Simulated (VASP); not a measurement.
Here is a VASP 6.6.1 calculation.

INCAR

```
  PREC = Accurate
  ENCUT = 520
  EDIFF = 1E-6
  ISMEAR = 0
  SIGMA = 0.1
  LREAL = False
  LASPH = True
  NELM = 150
  ALGO = Normal
  ISIF = 2
  LWAVE = False
  LCHARG = False
  ISPIN = 2
  MAGMOM = 0 0 1 0 0 0
  LORBIT = 11
  LMAXMIX = 4
  GGA = PE
  NBANDS = 38
```

Contents of KPOINTS:

```
Automatic mesh
0
Gamma
  6 6 4
```

POSCAR

```
Ca2TaO3
1.0
    4.2566485000      0.0000000000      0.0000000000
   -2.1283242500      3.6863657300      0.0000000000
    0.0000000000      0.0000000000      6.8340407900
Ca Ta O
2 1 3
Direct
    0.6666666700      0.3333333300      0.7436280300
    0.3333333300      0.6666666700      0.2563719700
    0.0000000000      0.0000000000      0.0000000000
    0.6666666700      0.3333333300      0.3575947000
    0.3333333300      0.6666666700      0.6424053000
    0.0000000000      0.0000000000      0.5000000000
```

Potentials or basis: VASP PAW PBE potentials, release 64 (Ca_sv, Ta_pv, O).

Run with:

```console
$ cat potpaw_PBE.64/Ca_sv/POTCAR potpaw_PBE.64/Ta_pv/POTCAR potpaw_PBE.64/O/POTCAR > POTCAR
$ mpirun -np 1 vasp_std > vasp.out
```

Task: What does it give for the net moment?

Result: 2.84 μB per cell.

Task: What does it give for the site moments?

Result: Ca +0.09; Ta +1.84; O -0.07, +0.03 (each value once) μB.

Task: Predict the largest force.

Result: 4.552 eV/Å.

Forces in eV/Å, atoms in the order of the input:
```
Ca   0.000  0.000 -4.552
Ca   0.000  0.000  4.552
Ta   0.000  0.000  0.000
O    0.000  0.000 -2.202
O    0.000  0.000  2.202
O    0.000  0.000  0.000
```

Caveat: forces of over 1 eV/Å act on the atoms, so gaps and moduli don't describe the material at rest.
